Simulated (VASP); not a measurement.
Here is a VASP 6.6.1 calculation.

Contents of INCAR:

```
PREC = Accurate
ENCUT = 520
EDIFF = 1E-6
ISMEAR = 0
SIGMA = 0.1
LREAL = F
LASPH = T
NELM = 80
ALGO = Normal
ISIF = 2
LWAVE = F
LCHARG = F
GGA = PE
NBANDS = 46
```

The input KPOINTS:

```
Automatic mesh
0
Gamma
  4 4 4
```

POSCAR

```
Ga4Sb3As
1.0
    6.0994020946      0.0000000000      0.0000000000
    0.0000000000      6.0994020946      0.0000000000
    0.0000000000      0.0000000000      6.0994020946
Ga Sb As
4 3 1
Direct
    0.7587978435      0.7587978435      0.7587978435
    0.7587978435      0.2412021565      0.2412021565
    0.2412021565      0.7587978435      0.2412021565
    0.2412021565      0.2412021565      0.7587978435
    0.5000000000      0.5000000000      0.0000000000
    0.5000000000      0.0000000000      0.5000000000
    0.0000000000      0.5000000000      0.5000000000
    0.0000000000      0.0000000000      0.0000000000
```

Potentials or basis: VASP PAW PBE potentials, release 64 (Ga_d, Sb, As).

Command:

```bash
$ cat potpaw_PBE.64/Ga_d/POTCAR potpaw_PBE.64/Sb/POTCAR potpaw_PBE.64/As/POTCAR > POTCAR
$ mpirun -np 1 vasp_std > vasp.out
```

Q: What does it give for the pressure?

A: 0.2 GPa.

Q: Predict the band gap on the k mesh.

A: Zero (bands 36 and 37 overlap by 0.18 eV).

Caveat: semilocal functionals underestimate gaps, and a narrow one can read as zero; spin-orbit coupling is left out, which moves the levels of the heavy elements.
